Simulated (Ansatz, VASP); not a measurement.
**SnO2 in VASP and in Ansatz**

INCAR

```
SYSTEM = SnO2
  ALGO = Normal
  EDIFF = 1E-6
  ENCUT = 520
  GGA = PE
  ISIF = 2
  ISMEAR = 0
  IVDW = 12
  LASPH = .TRUE.
  LCHARG = .FALSE.
  LREAL = .FALSE.
  LWAVE = .FALSE.
  NBANDS = 35
  NELM = 80
  PREC = Accurate
  SIGMA = 0.05
```

Contents of KPOINTS:

```
k-points
0
G
  8 6 6
  0 0 0
```

File POSCAR:

```
SnO2
1.0
    1.6186264610     -2.8035432689      0.0000000000
    1.6186264610      0.9345144230      4.2918257460
   -4.8558793830     -2.8035432689      0.0000000000
Sn O
2 4
Direct
    0.5252065569      0.4590178198     -0.0125429783
   -0.0252065569      0.5409821802      0.5125429783
    0.4880450562      0.7460447061      0.7646400351
    1.0119549438      0.7155554097      0.2225600035
    0.4880450562      0.2844445903      0.2774399965
    1.0119549438      0.2539552939      0.7353599649
```

Input for Ansatz:

```yaml
crystal:
  lattice:
    - [1.618626461, -2.8035432689, 0.0]
    - [1.618626461, 0.934514423, 4.291825746]
    - [-4.855879383, -2.8035432689, 0.0]
  atoms:
    - { symbol: Sn, position: [0.5252065569, 0.4590178198, -0.0125429783] }
    - { symbol: Sn, position: [-0.0252065569, 0.5409821802, 0.5125429783] }
    - { symbol: O, position: [0.4880450562, 0.7460447061, 0.7646400351] }
    - { symbol: O, position: [1.0119549438, 0.7155554097, 0.2225600035] }
    - { symbol: O, position: [0.4880450562, 0.2844445903, 0.2774399965] }
    - { symbol: O, position: [1.0119549438, 0.2539552939, 0.7353599649] }
basis:
  ecutwfc: 520.0
kpoints:
  mp_grid: { grid: [8, 6, 6] }
hamiltonian:
  xc: pbe
  pseudopotentials: { kind: paw, azcp: { folder: soft_1 } }
  dispersion: d3bj
scf:
  occupations: { method: gaussian, width: 0.05 }
output:
  forces: true
  stress: true
  eigenvalues: true
```

Change from the starting cell: mode 4 frozen in at -0.176 Å and mode 5 at -0.082 Å (largest displacements).

Alike in both runs: task single point; functional PBE; dispersion D3(BJ); k mesh 8 × 6 × 6; occupations gaussian, width 0.05 eV; no spin polarisation.

|  | VASP | Ansatz |
| --- | --- | --- |
| version | VASP 6.6.1 | Ansatz 0.2.0 |
| potentials or method | VASP PAW PBE potentials, release 64 (Sn_d, O), cutoff 520 eV | scalar-relativistic, plane waves, PAW |
| valence electrons in the cell | 52 | 52 |

Ansatz gave:

```
gap on the k mesh at the Fermi level (eV)                     : 1.32
least direct gap on the mesh (eV)                             : 1.35
pressure (GPa)                                                : -1.1
traceless stress, the component that is largest in VASP (GPa) : -0.51
rms of the force components (eV/Å)                            : 0.328
```

**Question.** Estimate VASP's values.

**Answer.** gap on the k mesh at the Fermi level (eV): 1.28; least direct gap on the mesh (eV): 1.32; pressure (GPa): -0.5; traceless stress, the component that is largest in VASP (GPa): -0.95; rms of the force components (eV/Å): 0.331.

Atom by atom the forces differ by 0.028 eV/Å (rms over components).
